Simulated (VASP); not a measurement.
Here is a VASP 6.6.1 calculation.

The input INCAR:

```
PREC     = Accurate       # precision mode
ENCUT    = 500            # plane-wave cutoff, eV
EDIFF    = 1E-6           # SCF threshold, eV
ISMEAR   = -1             # smearing method
SIGMA    = 0.04           # smearing width, eV
LREAL    = False          # projectors in reciprocal space
LASPH    = True           # aspherical terms in the spheres
NELM     = 120            # most SCF steps
ALGO     = Normal         # electronic algorithm
ISIF     = 2              # what is computed and relaxed
LWAVE    = False          # write WAVECAR
LCHARG   = False          # write CHGCAR
GGA      = PE             # functional
NBANDS   = 19             # bands
GGA_COMPAT= False
```

KPOINTS

```
regular mesh
0
Gamma
  5 5 5
```

File POSCAR:

```
HfSi3
1.0
    4.0674960000      0.0000000000      0.0000000000
    0.0000000000      4.0674960000      0.0000000000
    0.0000000000      0.0000000000      4.0674960000
Hf Si
1 3
Direct
    0.0000000000      0.0000000000      0.0000000000
    0.0000000000      0.5000000000      0.5000000000
    0.5000000000      0.0000000000      0.5000000000
    0.5000000000      0.5000000000      0.0000000000
```

Potentials or basis: VASP PAW PBE potentials, release 64 (Hf_pv, Si).

The run is started by

```console
$ cat potpaw_PBE.64/Hf_pv/POTCAR potpaw_PBE.64/Si/POTCAR > POTCAR
$ mpirun -np 1 vasp_std > vasp.out
```

Problem. Estimate the band gap on the k mesh.

Solution. Zero (bands 11 and 12 overlap by 1.27 eV).

Problem. Predict the pressure.

Solution. -6.0 GPa.

Caveat: the cell stands under tension; spin-orbit coupling is left out, which moves the levels of the heavy elements.
